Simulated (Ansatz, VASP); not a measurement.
## Ti in VASP and in Ansatz

The input INCAR:

```
SYSTEM = Ti
ALGO     = Normal         ! electronic algorithm
EDIFF    = 1E-7           ! SCF threshold, eV
ENCUT    = 520            ! plane-wave cutoff, eV
ISIF     = 2              ! what is computed and relaxed
ISMEAR   = 0              ! smearing method
LASPH    = .TRUE.         ! aspherical terms in the spheres
LCHARG   = .TRUE.         ! write CHGCAR
LELF     = .TRUE.         ! ELF
LREAL    = .FALSE.        ! projectors in reciprocal space
LVHAR    = .TRUE.       
LWAVE    = .FALSE.        ! write WAVECAR
NBANDS   = 12             ! bands
NELM     = 60             ! most SCF steps
PREC     = Accurate       ! precision mode
SIGMA    = 0.15           ! smearing width, eV
```

Contents of KPOINTS:

```
k-points
0
G
  22 22 22
  0 0 0
```

The input POSCAR:

```
Ti
1.0
    0.0000000000      2.1140031667      2.1140031667
    2.1140031667      0.0000000000      2.1140031667
    2.1140031667      2.1140031667      0.0000000000
Ti
1
Direct
    0.0000000000      0.0000000000      0.0000000000
```

Input for Ansatz:

```yaml
crystal:
  lattice:
    - [0.0, 2.1140031667, 2.1140031667]
    - [2.1140031667, 0.0, 2.1140031667]
    - [2.1140031667, 2.1140031667, 0.0]
  atoms:
    - { symbol: Ti, position: [0.0, 0.0, 0.0] }
basis:
  ecutwfc: 520.0
kpoints:
  mp_grid: { grid: [22, 22, 22] }
hamiltonian:
  xc: lda
scf:
  occupations: { method: gaussian, width: 0.15 }
  lower_state_search: "off"
output:
  forces: true
  stress: true
  eigenvalues: true
```

Alike in both runs: task single point; functional LDA; k mesh 22 × 22 × 22; occupations gaussian, width 0.15 eV; no spin polarisation.

```csv
,VASP,Ansatz
version,VASP 6.6.1,Ansatz 0.2.0
potentials or method,"VASP PAW LDA potentials, release 64 (Ti_sv), cutoff 520 eV","scalar-relativistic, plane waves, PAW"
valence electrons in the cell,12,12
```

```tsv
	VASP	Ansatz	Ansatz less VASP
gap on the k mesh at the Fermi level (eV)	none	none	-
pressure (GPa)	-15.1	-15.1	0.00
```

LDA's correlation is that of Perdew and Zunger in VASP and of Perdew and Wang (1992) in Ansatz. A gap of «none» marks a metal or a gap that the smearing closes.
